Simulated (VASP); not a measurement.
# NaHgBr3 (Pm-3m) in VASP: single point with r2SCAN+rVV10

Aim: the single point of NaHgBr3 with r2SCAN+rVV10.

Everything below comes from runs of VASP 6.6.1. Logs are shortened: lines on timing, memory, paths and dates and some standing lists are left out, and cuts for length are marked.

### Step 1. The cell of the first run

Symmetry: Pm-3m, No. 221, cubic system. Conventional cell: a = 5.494 Å, b = 5.494 Å, c = 5.494 Å, α = 90.00°, β = 90.00°, γ = 90.00°. Na (site symmetry m-3m) has 12 Br at 3.89 Å and 8 Hg at 4.76 Å within 5.1 Å. Within 3.6 Å of Hg (site symmetry m-3m) lie 6 Br at 2.75 Å. Br (site symmetry 4/mmm) has 2 Hg at 2.75 Å within 3.6 Å.

### Step 2. Single point, r2SCAN+rVV10

File POSCAR:

```
NaHgBr3
1.0
    5.4943915044      0.0000000000      0.0000000000
    0.0000000000      5.4943915044      0.0000000000
    0.0000000000      0.0000000000      5.4943915044
Na Hg Br
1 1 3
Direct
    0.0000000000      0.0000000000      0.0000000000
    0.5000000000      0.5000000000      0.5000000000
    0.5000000000      0.5000000000      0.0000000000
    0.5000000000      0.0000000000      0.5000000000
    0.0000000000      0.5000000000      0.5000000000
```

File INCAR.step1:

```
  PREC = Accurate
  ENCUT = 520
  ISMEAR = -1
  SIGMA = 0.03
  LREAL = False
  LASPH = True
  NELM = 80
  NBANDS = 28
  GGA = PE
  ALGO = Normal
  EDIFF = 1E-4
  LWAVE = True
  LCHARG = False
```

File INCAR.step2:

```
  PREC = Accurate
  ENCUT = 520
  EDIFF = 1E-6
  ISMEAR = -1
  SIGMA = 0.03
  LREAL = False
  LASPH = True
  NELM = 80
  ALGO = Normal
  ISIF = 2
  LWAVE = False
  LCHARG = True
  METAGGA = R2SCAN
  LMIXTAU = True
  LUSE_VDW = True
  IVDW_NL = 2
  BPARAM = 11.95
  CPARAM = 0.0093
  LELF = True
  LVHAR = True
  NBANDS = 28
  ISTART = 1
```

File KPOINTS:

```
regular mesh
0
Gamma
  6 6 6
```

Potentials or basis: VASP PAW PBE potentials, release 64 (Na_pv, Hg, Br).

On the command line:

```sh
$ cat potpaw_PBE.64/Na_pv/POTCAR potpaw_PBE.64/Hg/POTCAR potpaw_PBE.64/Br/POTCAR > POTCAR
$ cp INCAR.step1 INCAR
$ mpirun -np 1 vasp_std > vasp.out
$ cp INCAR.step2 INCAR
$ mpirun -np 1 vasp_std > vasp.out
```

OUTCAR:

```text
PREC = Accurate
   ENCUT = 520
   EDIFF = 1E-6
   ISMEAR = -1
   LREAL = False
   LASPH = True
   NELM = 80
   ISIF = 2
   METAGGA = R2SCAN
   IVDW_NL = 2
   BPARAM = 11.95
   ISTART = 1

 ion  position               nearest neighbor table
   1  0.000  0.000  0.000-
   2  0.500  0.500  0.500-   3 2.75   4 2.75   5 2.75   3 2.75   4 2.75   5 2.75
   3  0.500  0.500  0.000-   2 2.75   2 2.75
   4  0.500  0.000  0.500-   2 2.75   2 2.75
   5  0.000  0.500  0.500-   2 2.75   2 2.75

  LATTYP: Found a simple cubic cell.
 ALAT       =     5.4943915044

  Lattice vectors:

 A1 = (   5.4943915044,   0.0000000000,   0.0000000000)
 A2 = (   0.0000000000,   5.4943915044,   0.0000000000)
 A3 = (   0.0000000000,   0.0000000000,   5.4943915044)

Analysis of symmetry for initial positions (statically):
=====================================================================
 Subroutine PRICEL returns:
 Original cell was already a primitive cell.

 Routine SETGRP: Setting up the symmetry group for a
 simple cubic supercell.

 Subroutine GETGRP returns: Found 48 space group operations
 (whereof 48 operations were pure point group operations)
 out of a pool of 48 trial point group operations.

The static configuration has the point symmetry O_h .

Analysis of symmetry for dynamics (positions and initial velocities):
=====================================================================
 Subroutine PRICEL returns:
 Original cell was already a primitive cell.

 Routine SETGRP: Setting up the symmetry group for a
 simple cubic supercell.

 Subroutine GETGRP returns: Found 48 space group operations
 (whereof 48 operations were pure point group operations)
 out of a pool of 48 trial point group operations.

The dynamic configuration has the point symmetry O_h .

 Subroutine INISYM returns: Found 48 space group operations
 (whereof 48 operations are pure point group operations),
 and found     1 'primitive' translations

----------------------------------------------------------------------------------------

                                     Primitive cell

  volume of cell :     165.8665

  direct lattice vectors                    reciprocal lattice vectors
     5.494391504  0.000000000  0.000000000     0.182003776  0.000000000  0.000000000
     0.000000000  5.494391504  0.000000000     0.000000000  0.182003776  0.000000000
     0.000000000  0.000000000  5.494391504     0.000000000  0.000000000  0.182003776

  length of vectors
     5.494391504  5.494391504  5.494391504     0.182003776  0.182003776  0.182003776

  position of ions in fractional coordinates (direct lattice)
     0.000000000  0.000000000  0.000000000
     0.500000000  0.500000000  0.500000000
     0.500000000  0.500000000  0.000000000
     0.500000000  0.000000000  0.500000000
     0.000000000  0.500000000  0.500000000

  ion indices of the primitive-cell ions
   primitive index   ion index
                 1           1
                 2           2
                 3           3
                 4           4
                 5           5

----------------------------------------------------------------------------------------

 KPOINTS: regular mesh

Automatic generation of k-mesh.
 Grid dimensions read from file:
 generate k-points for:    6    6    6

 Generating k-lattice:

  Cartesian coordinates                     Fractional coordinates (reciprocal lattice)
     0.030333963  0.000000000  0.000000000     0.166666667  0.000000000  0.000000000
     0.000000000  0.030333963  0.000000000     0.000000000  0.166666667  0.000000000
     0.000000000  0.000000000  0.030333963     0.000000000  0.000000000  0.166666667

  Length of vectors
     0.030333963  0.030333963  0.030333963

  Shift w.r.t. Gamma in fractional coordinates (k-lattice)
     0.000000000  0.000000000  0.000000000

 Subroutine IBZKPT returns following result:
 ===========================================

 Found     20 irreducible k-points:

 Following reciprocal coordinates:
            Coordinates               Weight
  0.000000  0.000000  0.000000      1.000000
  0.166667  0.000000  0.000000      6.000000
  0.333333  0.000000  0.000000      6.000000
  0.500000  0.000000  0.000000      3.000000
  0.166667  0.166667  0.000000     12.000000
  0.333333  0.166667  0.000000     24.000000
[... 12 lines left out ...]
  0.500000  0.500000  0.333333      6.000000
  0.500000  0.500000  0.500000      1.000000
   k-points           NKPTS =     20   k-points in BZ     NKDIM =     20   number of bands    NBANDS=     28
   number of dos      NEDOS =    301   number of ions     NIONS =      5
   total plane-waves  NPLWV =  74088
   dimension x,y,z NGX =    42 NGY =   42 NGZ =   42
   dimension x,y,z NGXF=    84 NGYF=   84 NGZF=   84
   ions per type =               1   1   3
   NGX,Y,Z   is equivalent  to a cutoff of  12.71, 12.71, 12.71 a.u.
   NGXF,Y,Z  is equivalent  to a cutoff of  25.42, 25.42, 25.42 a.u.
 SYSTEM =  unknown system
   PREC   = accura    normal or accurate (medium, high low for compatibility)
   ISTART =      1    job   : 0-new  1-cont  2-samecut
   ICHARG =      0    charge: 1-file 2-atom 10-const
   ISPIN  =      1    spin polarized calculation?
   LNONCOLLINEAR =      F non collinear calculations
   LSORBIT =      F    spin-orbit coupling
   LASPH  =      T    aspherical Exc in radial PAW
   ENCUT  =  520.0 eV  38.22 Ry    6.18 a.u.  10.22 10.22 10.22*2*pi/ulx,y,z
   NELM   =     80;   NELMIN=  2; NELMDL=  0     # of ELM steps
   EDIFF  = 0.1E-05   stopping-criterion for ELM
   LREAL  =      F    real-space projection
   EDIFFG = 0.1E-04   stopping-criterion for IOM
   NSW    =      0    number of steps for IOM
   IBRION =     -1    ionic relax: 0-MD 1-quasi-New 2-CG
   NFREE  =      0    steps in history (QN), initial steepest desc. (CG)
   ISIF   =      2    stress and relaxation
   ISYM   =      2    0-nonsym 1-usesym 2-fastsym
   POTIM  = 0.5000    time-step for ionic-motion
   TEBEG  =    0.0;   TEEND  =   0.0 temperature during run
   PSTRESS=    0.0 pullay stress
   NELECT =      40.0000    total number of electrons
   NUPDOWN=      -1.0000    fix difference up-down
   EMIN   =  10.00;   EMAX   =-10.00  energy-range for DOS
   EFERMI =   0.00;   METHOD = LEGACY
   ISMEAR =    -1;   SIGMA  =   0.03  broadening in eV -4-tet -1-fermi 0-gaus
   EFERMI_NEDOS =   21; number of points for ismear=-14 and -15
   IALGO  =     38    algorithm
   IMIX   =      4    mixing-type and parameters
     AMIX     =   0.40;   BMIX     =  1.00
     AMIX_MAG =   1.60;   BMIX_MAG =  1.00
  volume/ion in A,a.u.               =      33.17       223.86
  Fermi-wavevector in a.u.,A,eV,Ry     =   1.019002  1.925635 14.127827  1.038366
  Thomas-Fermi vector in A             =   2.152492
   LORBIT       =      0    0 simple, 1 ext, 2 COOP (PROOUT), +10 PAW based schemes
   METAGGA = R2SCAN    functional components
   LHFCALC =     F    Hartree Fock is set to
   AEXX    =    0.0000 exact exchange contribution
   IVDW_NL    =     2    kernel type
   BPARAM     =11.9500
   IVDW    =     0    specifies the selected vdW correction
   LEPSILON=     F    determine dielectric tensor
   LRPA    =     F    only Hartree local field effects (RPA)
 non-spin polarized calculation
  energy-cutoff  :      520.00
  volume of cell :      165.87
 maximum number of plane-waves:      4492
 NGX is ok and might be reduce to    42
   NGX = 21   NGY = 21   NGZ = 21

 number of electron      40.0000017 magnetization

 Free energy of the ion-electron system (eV)
  ---------------------------------------------------
  ext. energy  EPLUGINS =         0.00000000
  ---------------------------------------------------
  free energy    TOTEN  =       -95.58586120 eV

  energy without entropy =      -95.58201485  energy(sigma->0) =      -95.58393803

 E-fermi :  -0.2710     XC(G=0):  -8.1353

 val. band max:       -0.2800856375   @ k =   0.1667   0.0000   0.0000
 cond. band min:       0.1975863585   @ k =   0.1667   0.1667   0.0000
 fundamental gap:      0.4776719960
 Fermi energy:        -0.2710113413

 k-point     1 :       0.0000    0.0000    0.0000
  band No.  band energies     occupation
      1     -25.3257      2.00000
      2     -25.3257      2.00000
      3     -25.3257      2.00000
      4     -15.2258      2.00000
      5     -14.6597      2.00000
      6     -14.6597      2.00000
[... 20 lines left out ...]
     27       7.7786      0.00000
     28       8.6853      0.00000

 k-point     2 :       0.1667    0.0000    0.0000
  band No.  band energies     occupation
      1     -25.3257      2.00000
      2     -25.3257      2.00000
      3     -25.3257      2.00000
      4     -15.1862      2.00000
      5     -14.6704      2.00000
      6     -14.6588      2.00000
[... 20 lines left out ...]
     27       7.8980      0.00000
     28       8.6236      0.00000

 k-point     3 :       0.3333    0.0000    0.0000
  band No.  band energies     occupation
      1     -25.3258      2.00000
      2     -25.3257      2.00000
      3     -25.3257      2.00000
      4     -15.0975      2.00000
      5     -14.6998      2.00000
      6     -14.6568      2.00000
[... 20 lines left out ...]
     27       8.2512      0.00000
     28       8.3166      0.00000

 k-point     4 :       0.5000    0.0000    0.0000
  band No.  band energies     occupation
      1     -25.3258      2.00000
      2     -25.3257      2.00000
      3     -25.3257      2.00000
      4     -15.0452      2.00000
      5     -14.7217      2.00000
      6     -14.6558      2.00000
[... 20 lines left out ...]
     27       8.1671      0.00000
     28       8.6841      0.00000

 k-point     5 :       0.1667    0.1667    0.0000
  band No.  band energies     occupation
      1     -25.3257      2.00000
      2     -25.3257      2.00000
      3     -25.3257      2.00000
      4     -15.1468      2.00000
      5     -14.6737      2.00000
      6     -14.6641      2.00000
[... 20 lines left out ...]
     27       8.2006      0.00000
     28       8.8030      0.00000

 k-point     6 :       0.3333    0.1667    0.0000
  band No.  band energies     occupation
      1     -25.3258      2.00000
      2     -25.3257      2.00000
      3     -25.3257      2.00000
      4     -15.0582      2.00000
      5     -14.6988      2.00000
      6     -14.6644      2.00000
[... 339 lines left out ...]
      5     -14.6971      2.00000
      6     -14.6971      2.00000
[... 20 lines left out ...]
     27       7.4066      0.00000
     28       7.5331      0.00000

 k-point    18 :       0.5000    0.3333    0.3333
  band No.  band energies     occupation
      1     -25.3258      2.00000
      2     -25.3257      2.00000
      3     -25.3257      2.00000
      4     -14.7989      2.00000
      5     -14.7119      2.00000
      6     -14.6958      2.00000
[... 20 lines left out ...]
     27       7.4764      0.00000
     28       7.7076      0.00000

 k-point    19 :       0.5000    0.5000    0.3333
  band No.  band energies     occupation
      1     -25.3258      2.00000
      2     -25.3258      2.00000
      3     -25.3257      2.00000
      4     -14.7465      2.00000
      5     -14.7103      2.00000
      6     -14.7103      2.00000
[... 20 lines left out ...]
     27       7.3546      0.00000
     28       7.6106      0.00000

 k-point    20 :       0.5000    0.5000    0.5000
  band No.  band energies     occupation
      1     -25.3258      2.00000
      2     -25.3258      2.00000
      3     -25.3258      2.00000
      4     -14.7088      2.00000
      5     -14.7088      2.00000
      6     -14.7088      2.00000
[... 20 lines left out ...]
     27       7.8792      0.00000
     28       7.8792      0.00000

------------------------ aborting loop because EDIFF is reached ----------------------------------------

  FORCE on cell =-STRESS in cart. coord.  units (eV):
  Direction    XX          YY          ZZ          XY          YZ          ZX
  --------------------------------------------------------------------------------------
  -------------------------------------------------------------------------------------
  Total        0.2834159      0.2834159      0.2834159      0.0000000      0.0000000      0.0000000
  in kB        2.7376383      2.7376383      2.7376383      0.0000000      0.0000000      0.0000000
  external PRESSURE =       2.7376383 kB  Pullay stress =       0.0000000 kB

 VOLUME and BASIS-vectors are now :
 -----------------------------------------------------------------------------
  energy-cutoff  :      520.00
  volume of cell :      165.87
      direct lattice vectors                 reciprocal lattice vectors
     5.494391504  0.000000000  0.000000000     0.182003776  0.000000000  0.000000000
     0.000000000  5.494391504  0.000000000     0.000000000  0.182003776  0.000000000
     0.000000000  0.000000000  5.494391504     0.000000000  0.000000000  0.182003776

 POSITION                                       TOTAL-FORCE (eV/Angst)
 -----------------------------------------------------------------------------------
      0.00000      0.00000      0.00000         0.000000      0.000000      0.000000
      2.74720      2.74720      2.74720         0.000000      0.000000      0.000000
      2.74720      2.74720      0.00000         0.000000      0.000000      0.000000
      2.74720      0.00000      2.74720         0.000000      0.000000      0.000000
      0.00000      2.74720      2.74720         0.000000      0.000000      0.000000
 -----------------------------------------------------------------------------------
    total drift:                                0.000000     -0.000000     -0.000000

  FREE ENERGIE OF THE ION-ELECTRON SYSTEM (eV)
  ---------------------------------------------------
  free  energy   TOTEN  =       -95.5858611965 eV

  energy  without entropy=      -95.5820148548  energy(sigma->0) =      -95.58393803
```

It took 9.2 min on 1 thread of Oxide Virtual Turin-like, shared host; peak memory 0.57 GiB.

Results:

```
Free energy            : -95.5859 eV
Pressure               : 0.3 GPa
Band gap on the k mesh : zero (bands 20 and 21 overlap by 1.01 eV)
```

Caveat: the PAW data sets were made with another functional, which shifts forces and pressure a little; spin-orbit coupling is left out, which moves the levels of the heavy elements.

The gap in the log of VASP goes by the Fermi energy; the results here count the filled bands.